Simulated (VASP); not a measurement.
A run of VASP 6.6.1 is set up as follows.

INCAR

```
PREC     = Accurate       # precision mode
ENCUT    = 520            # plane-wave cutoff, eV
EDIFF    = 1E-6           # SCF threshold, eV
ISMEAR   = 0              # smearing method
SIGMA    = 0.017          # smearing width, eV
LREAL    = F              # projectors in reciprocal space
LASPH    = T              # aspherical terms in the spheres
NELM     = 80             # most SCF steps
ALGO     = Normal         # electronic algorithm
ISIF     = 2              # what is computed and relaxed
LWAVE    = F              # write WAVECAR
LCHARG   = F              # write CHGCAR
GGA      = PE             # functional
NBANDS   = 21             # bands
```

KPOINTS

```
Automatic mesh
0
Gamma
  9 9 9
```

Contents of POSCAR:

```
GeW
1.0
    0.0000000000      2.5776100000      2.5776100000
    2.5776100000      0.0000000000      2.5776100000
    2.5776100000      2.5776100000      0.0000000000
Ge W
1 1
Direct
    0.5000000000      0.5000000000      0.5000000000
    0.0000000000      0.0000000000      0.0000000000
```

Potentials or basis: VASP PAW PBE potentials, release 64 (Ge_d, W_sv).

Command:

```console
$ cat potpaw_PBE.64/Ge_d/POTCAR potpaw_PBE.64/W_sv/POTCAR > POTCAR
$ mpirun -np 1 vasp_std > vasp.out
```

Problem. Estimate the pressure.

Solution. 0.4 GPa.

Problem. Predict the band gap on the k mesh.

Solution. Zero (band 14 reaches 9.59 eV, above the bottom of band 15 at 7.88 eV).

Caveat: spin-orbit coupling is left out, which moves the levels of the heavy elements.
